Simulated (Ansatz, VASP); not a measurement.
**One calculation of Al, two programs**

POSCAR

```
Al
1.0
    0.0000000000      1.9966927595      1.9966927595
    1.9966927595      0.0000000000      1.9966927595
    1.9966927595      1.9966927595      0.0000000000
Al
1
Direct
    0.0000000000      0.0000000000      0.0000000000
```

File INCAR.step1:

```
SYSTEM = Al
ALGO = Normal ; EDIFF = 1E-4
ENCUT = 520 ; GGA = PE
ISMEAR = -1 ; LASPH = .TRUE.
LCHARG = .FALSE. ; LREAL = .FALSE.
LWAVE = .TRUE. ; NBANDS = 8
NELM = 80 ; PREC = Accurate
SIGMA = 0.03
```

INCAR.step2

```
SYSTEM = Al
ALGO = Normal ; EDIFF = 1E-6
ENCUT = 520 ; ISIF = 2
ISMEAR = -1 ; ISTART = 1
LASPH = .TRUE. ; LCHARG = .FALSE.
LMIXTAU = .TRUE. ; LREAL = .FALSE.
LWAVE = .FALSE. ; METAGGA = R2SCAN
NBANDS = 8 ; NELM = 80
PREC = Accurate ; SIGMA = 0.03
```

The input KPOINTS:

```
k-points
0
G
  14 14 14
  0 0 0
```

Input for Ansatz:

```yaml
crystal:
  lattice:
    - [0.0, 1.9966927595, 1.9966927595]
    - [1.9966927595, 0.0, 1.9966927595]
    - [1.9966927595, 1.9966927595, 0.0]
  atoms:
    - { symbol: Al, position: [0.0, 0.0, 0.0] }
hamiltonian:
  xc: r2scan
  pseudopotentials:
    kind: paw
    azcp:
      Al: "pseudopotentials/Al.paw.azcp"
basis:
  ecutwfc: 500
  fft_grid_basis: typed
kpoints:
  mp_grid: { grid: [14, 14, 14], shift: [0, 0, 0] }
magnetization:
  spin_polarized: false
scf:
  occupations: { method: fermi_dirac, width: 0.03 }
  lower_state_search: "off"
output:
  stress: true
```

Alike in both runs: task single point; functional r2SCAN; k mesh 14 × 14 × 14; occupations fermi-dirac, width 0.03 eV; no spin polarisation.

```csv
,VASP,Ansatz
version,VASP 6.6.1,Ansatz 0.2.0
potentials or method,"VASP PAW PBE potentials, release 64 (Al), cutoff 520 eV","plane waves (500 eV) with PAW, scalar-relativistic"
valence electrons in the cell,3,3
```

Ansatz gave:

* pressure (GPa): -0.4

Q: Which values does VASP return?

A: Pressure (GPa): -0.7.

VASP's potentials were made for PBE, not for r2SCAN.
